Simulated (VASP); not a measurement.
Wanted: the native input for a VASP 6.6.1 run.

```yaml
Task: single point
Functional: PBE
Potentials_or_basis: VASP PAW PBE potentials, release 64 (K_sv, F)
Cutoff: 520 eV
k_mesh: 8 × 8 × 8
Occupations: gaussian, width 0.05 eV
Spin: no spin polarisation
Dipole_correction: no
Further_INCAR_settings: ALGO = Normal; EDIFF = 1e-07; NBANDS = 15
```

The structure of KF lies in POSCAR:

```
KF
1.0
    3.3567236500      0.0000000000      0.0000000000
    0.0000000000      3.2589550000      0.0000000000
    0.0000000000      0.0000000000      3.2589550000
K F
1 1
Direct
    0.0000000000      0.0000000000      0.0000000000
    0.5000000000      0.5000000000      0.5000000000
```

This cell differs from its parent crystal: strain +0.0300 x Voigt [1, 0, 0, 0, 0, 0].

The input as run:

INCAR

```
SYSTEM = KF
ALGO = Normal
EDIFF = 1E-7
ENCUT = 520
GGA = PE
ISIF = 2
ISMEAR = 0
LASPH = .TRUE.
LCHARG = .FALSE.
LREAL = .FALSE.
LWAVE = .FALSE.
NBANDS = 15
NELM = 100
PREC = Accurate
SIGMA = 0.05
```

KPOINTS

```
k-points
0
G
  8 8 8
  0 0 0
```

Potentials or basis: VASP PAW PBE potentials, release 64 (K_sv, F).

The run is started by

```sh
$ cat potpaw_PBE.64/K_sv/POTCAR potpaw_PBE.64/F/POTCAR > POTCAR
$ mpirun -np 1 vasp_std > vasp.out
```

Results of the run:

```
Pressure               : -0.9 GPa
Band gap on the k mesh : 6.02 eV (least direct gap 6.08 eV)
```

Caveat: the cell differs from its parent crystal (strain +0.0300 x Voigt [1, 0, 0, 0, 0, 0]).

It took 33 s on 1 thread of Intel Xeon 8259CL, on a shared host, peak memory 0.17 GiB.
